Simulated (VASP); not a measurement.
Wanted: the native input for a VASP 6.6.1 run.

- Task: single point
- Functional: PBE
- Dispersion: D3(BJ)
- Potentials or basis: VASP PAW PBE potentials, release 64 (C_h, O_h)
- Cutoff: 1000 eV
- k mesh: 1 × 1 × 1
- Occupations: fermi-dirac, width 0.05 eV
- Spin: no spin polarisation
- Dipole correction: no
- Further INCAR settings: LREAL = Auto; ALGO = Normal; EDIFF = 1e-06; NBANDS = 101

The structure of CO2 lies in POSCAR:

```
CO2
1.0
    8.4061180000      0.0000000000      0.0000000000
    0.0000000000      8.4061180000      0.0000000000
    0.0000000000      0.0000000000      8.4061180000
C O
10 20
Direct
    0.5379653248      0.6303385225      0.4427608558
    0.7497158617      0.3184942205      0.5853474814
   -0.0487858962      0.6041433156      0.3239902176
    0.3323055898      0.9976067431      0.9902787470
    0.5976599424      0.3203975961      0.1282756202
    0.0888400567      0.9069346873      0.5955900215
    0.2369702638      0.3309256425      0.6737592787
    0.7414956583      0.9446929011      0.8231742643
    0.9644166308      0.5694067107      0.9222092766
    0.5193003477      0.9927531353      0.4093804060
    0.4799361608      0.6031440434      0.3207782713
    0.5904509073      0.6607806362      0.5697516975
    0.7669057227      0.2719328946      0.7204514617
    0.7356665705      0.3570375767      0.4557394983
    0.0351648644      0.5562734190      0.4232869441
   -0.1385776407      0.6548682757      0.2305701633
    0.3008047234      0.9235416396      1.1033987389
    0.3873488333      1.0644152271      0.8822145966
    0.4828507047      0.2450715063      0.1630360173
    0.7054385865      0.3958664392      0.0888876411
    0.1272525558      0.8670589682      0.7215696948
    0.0487145196      0.9458587186      0.4690631276
    0.1256465826      0.2526255282      0.6950889816
    0.3491028796      0.4020048255      0.6398197123
    0.7289214831      0.9551971552      0.9609072821
    0.7546765344      0.9516759103      0.6863215577
    1.0815456076      0.5173850760      0.9758963650
    0.8531286380      0.6398078162      0.8796926239
    0.6266507322      0.9663437986      0.3244541654
    0.4057164080      1.0310823617      0.4822083154
```

One way to write it, as run:

INCAR

```
SYSTEM = CO2
PREC = Accurate
ENCUT = 1000
EDIFF = 1E-6
ISMEAR = -1
SIGMA = 0.05
LREAL = Auto
LASPH = .TRUE.
NELM = 120
ALGO = Normal
ISIF = 2
LWAVE = .FALSE.
LCHARG = .TRUE.
GGA = PE
IVDW = 12
LELF = .TRUE.
LVHAR = .TRUE.
NBANDS = 101
GGA_COMPAT = .FALSE.
```

KPOINTS

```
Automatic mesh
0
G
  1 1 1
  0 0 0
```

Potentials or basis: VASP PAW PBE potentials, release 64 (C_h, O_h).

The run is started by

```sh
$ cat potpaw_PBE.64/C_h/POTCAR potpaw_PBE.64/O_h/POTCAR > POTCAR
$ mpirun -np 1 vasp_gam > vasp.out
```

Results of the run:

```
Pressure                   : 1.1 GPa
Largest force              : 6.285 eV/Å
Dispersion energy per atom : -0.052 eV
```

Caveat: the k points lie up to 0.75 Å⁻¹ apart.

Run time: 5 min on 1 thread of Intel(R) Xeon(R) Platinum 8488C (Sapphire Rapids), with other jobs on the host, peak memory 1.2 GiB.
